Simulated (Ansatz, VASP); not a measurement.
# Cu: VASP beside Ansatz

```xyz
1
Lattice="0.0000 1.7233 2.0111 1.7233 0.0000 2.0111 1.7233 1.7233 0.0000" Properties=species:S:1:pos:R:3 pbc="T T T"
Cu    0.0000    0.0000    0.0000
```

Alike in both runs: task single point; functional PBE; k mesh 24 × 24 × 24; occupations gaussian, width 0.15 eV; no spin polarisation.

|  | VASP | Ansatz |
| --- | --- | --- |
| version | VASP 6.6.1 | Ansatz 0.2.0 |
| potentials or method | VASP PAW PBE potentials, release 64 (Cu), cutoff 520 eV | scalar-relativistic, plane waves, PAW |
| valence electrons in the cell | 11 | 19 |

Ansatz gave:

```
gap on the k mesh at the Fermi level (eV)                     : none
pressure (GPa)                                                : 1.3
traceless stress, the component that is largest in VASP (GPa) : -9.14
```

Q: Estimate VASP's values.

A: gap on the k mesh at the Fermi level (eV): none; pressure (GPa): 2.1; traceless stress, the component that is largest in VASP (GPa): -9.07.

A gap of «none» marks a metal or a gap that the smearing closes. The functional is the same, so the differences come from potentials, cutoffs and numerics. VASP's potentials hold 11 valence electrons a cell and Ansatz's 19, so a difference there can come from the potentials and not from the codes.
